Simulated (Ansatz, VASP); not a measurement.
Co: VASP beside Ansatz

The input POSCAR:

```
Co
1.0
   -2.1751995881      2.1751322333      1.2442901459
    2.1751322333     -2.1751995881      1.2442901459
    2.1754964179      2.1754964179     -1.2444135063
Co
2
Direct
    0.9999945772      0.0000054228      1.0000000000
    0.7500054228      0.2499945772      0.5000000000
```

Contents of INCAR.step1:

```
SYSTEM = Co
ALGO = Normal ; EDIFF = 1E-4
ENCUT = 520 ; GGA = PE
ISMEAR = -1 ; LASPH = .True.
LCHARG = .False. ; LREAL = .False.
LWAVE = .True. ; NBANDS = 16
NELM = 80 ; PREC = Accurate
SIGMA = 0.1
```

INCAR.step2

```
SYSTEM = Co
ALGO = Normal ; EDIFF = 1E-7
ENCUT = 520 ; ISIF = 2
ISMEAR = -1 ; ISTART = 1
LASPH = .True. ; LCHARG = .False.
LMIXTAU = .True. ; LREAL = .False.
LWAVE = .False. ; METAGGA = R2SCAN
NBANDS = 16 ; NELM = 80
PREC = Accurate ; SIGMA = 0.1
```

KPOINTS

```
k-points
0
Gamma
  17 17 12
  0 0 0
```

Input for Ansatz:

```yaml
crystal:
  lattice:
    - [-2.1751995881, 2.1751322333, 1.2442901459]
    - [2.1751322333, -2.1751995881, 1.2442901459]
    - [2.1754964179, 2.1754964179, -1.2444135063]
  atoms:
    - { symbol: Co, position: [0.9999945772, 5.4228e-06, 1.0] }
    - { symbol: Co, position: [0.7500054228, 0.2499945772, 0.5] }
hamiltonian:
  xc: r2scan
  pseudopotentials:
    kind: paw
    azcp:
      Co: "pseudopotentials/Co.paw.azcp"
basis:
  ecutwfc: 500
  fft_grid_basis: typed
kpoints:
  mp_grid: { grid: [17, 17, 12], shift: [0, 0, 0] }
magnetization:
  spin_polarized: false
scf:
  occupations: { method: fermi_dirac, width: 0.1 }
  lower_state_search: "off"
output:
  stress: true
  write_density: true
  write_potential: true
  elf: true
  volumetric_format: npy
```

Alike in both runs: task single point; functional r2SCAN; k mesh 17 × 17 × 12; occupations fermi-dirac, width 0.1 eV; no spin polarisation.

```csv
,VASP,Ansatz
version,VASP 6.6.1,Ansatz 0.2.0
potentials or method,"VASP PAW PBE potentials, release 64 (Co), cutoff 520 eV","plane waves (500 eV) with PAW, scalar-relativistic"
valence electrons in the cell,18,34
```

|  | VASP | Ansatz | Ansatz less VASP |
| --- | --- | --- | --- |
| pressure (GPa) | -14.6 | -14.9 | -0.26 |
| traceless stress, the component that is largest in VASP (GPa) | 0.95 | 0.98 | +0.022 |

VASP's potentials were made for PBE, not for r2SCAN. VASP's potentials hold 18 valence electrons a cell and Ansatz's 34, so a difference there can come from the potentials and not from the codes.
